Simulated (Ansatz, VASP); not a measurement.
Two plane-wave programs on Hf2Si2Os

```
Os Si Hf
1.0
     6.48505    0.00000    0.00000
     0.00000    6.48505    0.00000
     0.00000    0.00000    4.05112
Os Si Hf
2 4 4
Direct
  0.00000 0.00000 0.00000
  0.50000 0.50000 0.00000
  0.37600 0.87600 0.00000
  0.12400 0.37600 0.00000
  0.62400 0.12400 0.00000
  0.87600 0.62400 0.00000
  0.17689 0.67689 0.50000
  0.32311 0.17689 0.50000
  0.82311 0.32311 0.50000
  0.67689 0.82311 0.50000
```

Alike in both runs: task single point; functional r2SCAN; k mesh 3 × 3 × 5; occupations fermi-dirac, width 0.023 eV; no spin polarisation.

|  | VASP | Ansatz |
| --- | --- | --- |
| version | VASP 6.6.1 | Ansatz 0.2.0 |
| potentials or method | VASP PAW PBE potentials, release 64 (Os, Si, Hf_pv), cutoff 520 eV | PAW plane waves |
| valence electrons in the cell | 72 | 152 |

```csv
,VASP,Ansatz,Ansatz less VASP
gap on the k mesh at the Fermi level (eV),none,none,-
pressure (GPa),-10.7,-10.1,+0.65
"traceless stress, the component that is largest in VASP (GPa)",6.00,6.02,+0.022
rms of the force components (eV/Å),0.714,0.725,+0.0111
```

VASP's potentials were made for PBE, not for r2SCAN. Atom by atom the forces differ by 0.011 eV/Å (rms over components). A gap of «none» marks a metal or a gap that the smearing closes. VASP's potentials hold 72 valence electrons a cell and Ansatz's 152, so a difference there can come from the potentials and not from the codes.

Spin-orbit coupling is off throughout.
